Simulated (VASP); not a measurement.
# Ga2O3 (C2/m) in VASP: further runs, part 2 of 2

VASP 6.6.1. The steps go on from the part before.

## (4) Single point, PBE

This run uses another cell than the first one, of 10.44 Å³/atom, 0.953 times its volume.

The input, INCAR:

```
SYSTEM = Ga2O3
  PREC = Accurate
  ENCUT = 520
  EDIFF = 1E-7
  ISMEAR = 0
  SIGMA = 0.01
  LREAL = .False.
  LASPH = .True.
  NELM = 100
  ALGO = Normal
  ISIF = 2
  LWAVE = .False.
  LCHARG = .False.
  GGA = PE
  NBANDS = 55
```

The input, KPOINTS:

```
Automatic mesh
0
Gamma
  4 4 2
  0 0 0
```

The input, POSCAR:

```
Ga2O3
1.0
    6.1070000000     -1.5185500000      0.0000000000
    6.1070000000      1.5185500000      0.0000000000
   -1.3859888959      0.0000000000      5.6300087380
Ga O
4 6
Direct
    0.3413400000      0.3413400000      0.6859800000
    0.6586600000      0.6586600000      0.3140200000
    0.9095000000      0.9095000000      0.2054000000
    0.0905000000      0.0905000000      0.7946000000
    0.5041000000      0.5041000000      0.7434000000
    0.4959000000      0.4959000000      0.2566000000
    0.8267000000      0.8267000000      0.4368000000
    0.1733000000      0.1733000000      0.5632000000
    0.8355000000      0.8355000000      0.8902000000
    0.1645000000      0.1645000000      0.1098000000
```

Potentials or basis: VASP PAW PBE potentials, release 64 (Ga_d, O).

The run is started by

```sh
> cat potpaw_PBE.64/Ga_d/POTCAR potpaw_PBE.64/O/POTCAR > POTCAR
> mpirun -np 1 vasp_std > vasp.out
```

OUTCAR:

```text
SYSTEM = Ga2O3
   PREC = Accurate
   ENCUT = 520
   EDIFF = 1E-7
   ISMEAR = 0
   LREAL = .False.
   LASPH = .True.
   NELM = 100
   ISIF = 2
   GGA = PE

 ion  position               nearest neighbor table
   1  0.341  0.341  0.686-   5 1.94   9 1.94   9 1.94   8 2.01   7 2.07   7 2.07
   2  0.659  0.659  0.314-   6 1.94  10 1.94  10 1.94   7 2.01   8 2.07   8 2.07
   3  0.910  0.910  0.205-   6 1.83   6 1.83   9 1.83   7 1.86
   4  0.090  0.090  0.795-   5 1.83   5 1.83  10 1.83   8 1.86
   5  0.504  0.504  0.743-   4 1.83   4 1.83   1 1.94
   6  0.496  0.496  0.257-   3 1.83   3 1.83   2 1.94
   7  0.827  0.827  0.437-   3 1.86   2 2.01   1 2.07   1 2.07
   8  0.173  0.173  0.563-   4 1.86   1 2.01   2 2.07   2 2.07
   9  0.836  0.836  0.890-   3 1.83   1 1.94   1 1.94
  10  0.164  0.164  0.110-   4 1.83   2 1.94   2 1.94

  LATTYP: Found a base centered monoclinic cell.
 ALAT       =    12.2140000000
 B/A-ratio  =     0.2486572785
 C/A-ratio  =     0.4747093499
 COS(beta)  =    -0.2390419096
[... 193 lines left out ...]

 k-point     1 :       0.0000    0.0000    0.0000
  band No.  band energies     occupation
      1     -15.0518      2.00000
      2     -13.8880      2.00000
      3     -13.8521      2.00000
      4     -13.7263      2.00000
      5     -13.2535      2.00000
      6     -13.2386      2.00000
[... 801 lines left out ...]
     54      16.0615      0.00000
     55      16.8992      0.00000

------------------------ aborting loop because EDIFF is reached ----------------------------------------

  FORCE on cell =-STRESS in cart. coord.  units (eV):
  Direction    XX          YY          ZZ          XY          YZ          ZX
  --------------------------------------------------------------------------------------
  -------------------------------------------------------------------------------------
  Total        6.3385271      7.1955602      6.3697249      0.0000000      0.0000000      0.0518174
  in kB       97.2529652    110.4025519     97.7316378      0.0000000      0.0000000      0.7950420
  external PRESSURE =     101.7957183 kB  Pullay stress =       0.0000000 kB

 VOLUME and BASIS-vectors are now :
 -----------------------------------------------------------------------------
  energy-cutoff  :      520.00
  volume of cell :      104.42
      direct lattice vectors                 reciprocal lattice vectors
     6.107000000 -1.518550000  0.000000000     0.081873260 -0.329261467  0.020155462
     6.107000000  1.518550000  0.000000000     0.081873260  0.329261467  0.020155462
    -1.385988896  0.000000000  5.630008738     0.000000000  0.000000000  0.177619618

 POSITION                                       TOTAL-FORCE (eV/Angst)
 -----------------------------------------------------------------------------------
      3.21837      0.00000      3.86207         0.028487      0.000000     -0.058702
      7.60965      0.00000      1.76794        -0.028487      0.000000      0.058702
     10.82395      0.00000      1.15640        -0.109638      0.000000     -0.073464
      0.00406      0.00000      4.47360         0.109638      0.000000      0.073464
      5.12673      0.00000      4.18535        -0.158286      0.000000     -0.052688
      5.70128      0.00000      1.44466         0.158286      0.000000      0.052688
      9.49191      0.00000      2.45919         0.023981      0.000000      0.032912
      1.33610      0.00000      3.17082        -0.023981      0.000000     -0.032912
      8.97099      0.00000      5.01183        -0.216667      0.000000      0.114320
      1.85702      0.00000      0.61817         0.216667      0.000000     -0.114320
 -----------------------------------------------------------------------------------
    total drift:                                0.000000      0.000000      0.000000

  FREE ENERGIE OF THE ION-ELECTRON SYSTEM (eV)
  ---------------------------------------------------
  free  energy   TOTEN  =       -59.4598211655 eV

  energy  without entropy=      -59.4598211655  energy(sigma->0) =      -59.45982117
```

Wall time 2.4 min (1 thread of Intel Xeon Platinum 8259CL at 2.50GHz (Skylake/Cascade Lake), shared host); peak memory 0.33 GiB.

What came out:

- Free energy: -59.4598 eV
- Pressure: 10.2 GPa
- Largest force: 0.245 eV/Å
- Band gap on the k mesh: 2.42 eV, indirect (least direct gap 2.44 eV)

Forces on the atoms (eV/Å):
```
Ga   0.028  0.000 -0.059
Ga  -0.028  0.000  0.059
Ga  -0.110  0.000 -0.073
Ga   0.110  0.000  0.073
O   -0.158  0.000 -0.053
O    0.158  0.000  0.053
O    0.024  0.000  0.033
O   -0.024  0.000 -0.033
O   -0.217  0.000  0.114
O    0.217  0.000 -0.114
```

Levels at points of the mesh, in eV from the valence-band top:
```tsv
k point	band 40	band 41	band 42	band 43	band 44	band 45	band 46	band 47	band 48	band 49
(0.00, 0.00, 0.00)	-0.67	-0.65	-0.47	-0.27	-0.02	2.42	5.73	6.76	6.79	7.81
(0.50, 0.00, 0.00)	-1.28	-0.75	-0.71	-0.45	-0.13	5.69	6.55	7.25	7.53	8.07
(0.50, 0.50, 0.00)	-1.07	-0.66	-0.65	-0.41	-0.15	4.59	4.84	5.86	6.61	8.02
(0.00, 0.00, 0.50)	-1.41	-0.65	-0.62	-0.48	-0.29	4.80	4.93	6.76	7.26	7.80
(0.50, 0.00, 0.50)	-1.23	-1.11	-1.04	-0.73	-0.64	6.94	6.98	7.87	8.06	8.50
(0.50, 0.50, 0.50)	-0.69	-0.62	-0.59	-0.59	0.00	5.22	5.34	6.28	6.58	7.01
```

Caveat: the k points lie up to 0.56 Å⁻¹ apart.

## (5) The runs side by side

| level | cell | k mesh | smearing | gap on the mesh (eV) | pressure (GPa) | largest force (eV/Å) |
| --- | --- | --- | --- | --- | --- | --- |
| PBE | a = 6.414, b = 6.414, c = 5.877 Å, angles 103.3, 103.3, 27.8°, 10 atoms | 9 × 9 × 5 | fermi-dirac 0.05 eV | 2.00 | 0.6 | 0.02 |
| revPBE+D3(BJ) | a = 6.364, b = 6.364, c = 5.855 Å, angles 103.3, 103.3, 27.9°, 10 atoms | 9 × 9 × 5 | fermi-dirac 0.05 eV | 2.20 | 0.4 | 0.03 |
| PBE | a = 6.293, b = 6.293, c = 5.798 Å, angles 103.4, 103.4, 27.9°, 10 atoms | 4 × 4 × 2 | gaussian 0.01 eV | 2.42 | 10.2 | 0.24 |

Alike in all rows: task single point; potentials or basis VASP PAW PBE potentials, release 64 (Ga_d, O); no spin polarisation; cutoff (eV) 520.

Caveats: some runs use coarse meshes; the PAW data sets were made with another functional, which shifts forces and pressure a little (some runs).

Total energies depend on the potentials used, so only differences within one code and one set of settings carry meaning.
